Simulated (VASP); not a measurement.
The system is C.

```
CELL_PARAMETERS angstrom
4.25517 0.00000 0.00000
0.00000 4.25517 0.00000
0.00000 0.00000 1.28229
ATOMIC_POSITIONS crystal
C 0.50000 0.50000 0.50000
```

```yaml
Program: VASP 6.6.1
Task: relaxation of cell and atoms
Functional: PBE-based screened hybrid with 25 % exact exchange
Potentials_or_basis: VASP PAW PBE potentials, release 64 (C)
Cutoff: 600 eV
k_mesh: 3 × 3 × 10
Occupations: fermi-dirac, width 0.05 eV
Spin: no spin polarisation
```

At the start: pressure -2.9 GPa; volume 23.22 Å³/atom.

Where does the relaxation end?

Over 28 steps the energy falls by 6.8 meV/atom and the volume is 20.96 Å³/atom (-9.7 %); space group P4/mmm (No. 123, to 0.1 Å) before and after.

The path:
```
step  energy change (eV)  largest force (eV/Å)  pressure (GPa)  volume (Å³)
   1              0.0000                0.0000           -2.90        23.22
   2              0.1836                0.0000           18.39        21.81
   3             -0.0059                0.0000           -0.30        23.01
   4             -0.0060                0.0000           -0.09        22.99
   5             -0.0060                0.0000           -0.03        22.99
   6             -0.0060                0.0000           -0.19        22.98
   7             -0.0060                0.0000           -0.14        22.98
   8             -0.0060                0.0000           -0.15        22.97
   9             -0.0060                0.0000           -0.16        22.95
  10             -0.0060                0.0000           -0.19        22.90
  11             -0.0061                0.0000           -0.25        22.81
  12             -0.0061                0.0000           -0.36        22.63
  13             -0.0062                0.0000           -0.59        22.27
  14             -0.0062                0.0000           -0.60        22.26
  15             -0.0062                0.0000           -0.59        22.25
  16             -0.0063                0.0000           -0.58        22.22
  17             -0.0063                0.0000           -0.56        22.16
  18             -0.0064                0.0000           -0.52        22.04
  19             -0.0065                0.0000           -0.43        21.80
  20             -0.0067                0.0000           -0.25        21.32
  21             -0.0067                0.0000            0.16        20.39
  22             -0.0068                0.0000           -0.05        20.85
  23             -0.0068                0.0000           -0.06        20.87
  24             -0.0068                0.0000           -0.15        21.10
  25             -0.0068                0.0000           -0.08        20.90
  26             -0.0068                0.0000           -0.05        20.93
  27             -0.0068                0.0000            0.02        21.01
  28             -0.0068                0.0000           -0.03        20.96
```

Final structure:
```
C
1.0
     4.06303    0.00000    0.00000
     0.00000    4.06303    0.00000
     0.00000    0.00000    1.26997
C
1
Cartesian
  2.0315 2.0315 0.6350
```

Caveat: the k points lie up to 0.52 Å⁻¹ apart in the final cell, too coarse for converged energies and pressures of a metal; the PAW data sets were made with another functional, which shifts forces and pressure a little.
